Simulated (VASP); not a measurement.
Set up this calculation in VASP 6.6.1, as the native input.

| Item | Value |
| --- | --- |
| Task | single point |
| Functional | PBE |
| Potentials or basis | VASP PAW PBE potentials, release 64 (C, Si) |
| Cutoff | 600 eV |
| k mesh | 16 × 16 × 16 |
| Occupations | gaussian, width 0.02 eV |
| Spin | no spin polarisation |
| Dipole correction | no |
| Further INCAR settings | ALGO = Normal; EDIFF = 1e-06; NBANDS = 11 |

The structure of SiC lies in POSCAR:

```
SiC
1.0
    0.0000000000      1.8491031915      1.8491031915
    1.8491031915      0.0000000000      1.8491031915
    1.8491031915      1.8491031915      0.0000000000
C Si
1 1
Direct
    0.0000000000      0.0000000000      0.0000000000
    0.5000000000      0.5000000000      0.5000000000
```

One way to write it, as run:

INCAR

```
  PREC = Accurate
  ENCUT = 600
  EDIFF = 1E-6
  ISMEAR = 0
  SIGMA = 0.02
  LREAL = False
  LASPH = True
  NELM = 120
  ALGO = Normal
  ISIF = 2
  LWAVE = False
  LCHARG = False
  GGA = PE
  NBANDS = 11
  GGA_COMPAT = False
```

KPOINTS

```
regular mesh
0
Gamma
  16 16 16
```

Potentials or basis: VASP PAW PBE potentials, release 64 (C, Si).

Command:

```console
$ cat potpaw_PBE.64/C/POTCAR potpaw_PBE.64/Si/POTCAR > POTCAR
$ mpirun -np 1 vasp_std > vasp.out
```

It gave:

| Item | Value |
| --- | --- |
| Pressure | 124.6 GPa |
| Band gap on the k mesh | 1.12 eV (least direct gap 6.60 eV) |

Caveat: the cell stands under pressure.

It took 14 s on 1 thread of Intel(R) Xeon(R) Platinum 8259CL CPU @ 2.50GHz (Skylake/Cascade Lake) (shared host), peak memory 0.15 GiB.
